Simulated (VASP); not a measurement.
Wanted: the native input for a VASP 6.6.1 run.

| Quantity | Value |
| --- | --- |
| Task | single point |
| Functional | PBEsol |
| Potentials or basis | VASP PAW PBE potentials, release 64 (Al, Cu) |
| Cutoff | 600 eV |
| k mesh | 14 × 14 × 14 |
| Occupations | gaussian, width 0.1 eV |
| Spin | no spin polarisation |
| Dipole correction | no |
| Further INCAR settings | ALGO = Normal; EDIFF = 1e-06; NBANDS = 14 |

The structure of AlCu lies in POSCAR:

```
AlCu
1.0
    2.9852729764      0.0000000000      0.0000000000
    0.0000000000      2.9852729764      0.0000000000
    0.0000000000      0.0000000000      2.9852729764
Al Cu
1 1
Direct
    0.0000000000      0.0000000000      0.0000000000
    0.5000000000      0.5000000000      0.5000000000
```

This cell differs from its parent crystal: volume scaled by 1.03.

These files were run (other wordings do the same):

INCAR

```
SYSTEM = AlCu
PREC = Accurate
ENCUT = 600
EDIFF = 1E-6
ISMEAR = 0
SIGMA = 0.1
LREAL = .False.
LASPH = .True.
NELM = 120
ALGO = Normal
ISIF = 2
LWAVE = .False.
LCHARG = .False.
GGA = PS
NBANDS = 14
GGA_COMPAT = .False.
```

KPOINTS

```
Automatic mesh
0
Gamma
  14 14 14
  0 0 0
```

Potentials or basis: VASP PAW PBE potentials, release 64 (Al, Cu).

The run is started by

```sh
$ cat potpaw_PBE.64/Al/POTCAR potpaw_PBE.64/Cu/POTCAR > POTCAR
$ mpirun -np 1 vasp_std > vasp.out
```

Results of the run:

```json
{
 "Pressure": "-2.7 GPa",
 "Band gap on the k mesh": "zero (band 7 reaches 12.97 eV, above the bottom of band 8 at 8.26 eV)"
}
```

Caveat: the PAW data sets were made with another functional, which shifts forces and pressure a little.

Wall time 53 s on 1 thread of Intel Xeon 8259CL, with other jobs on the host, peak memory 0.18 GiB.
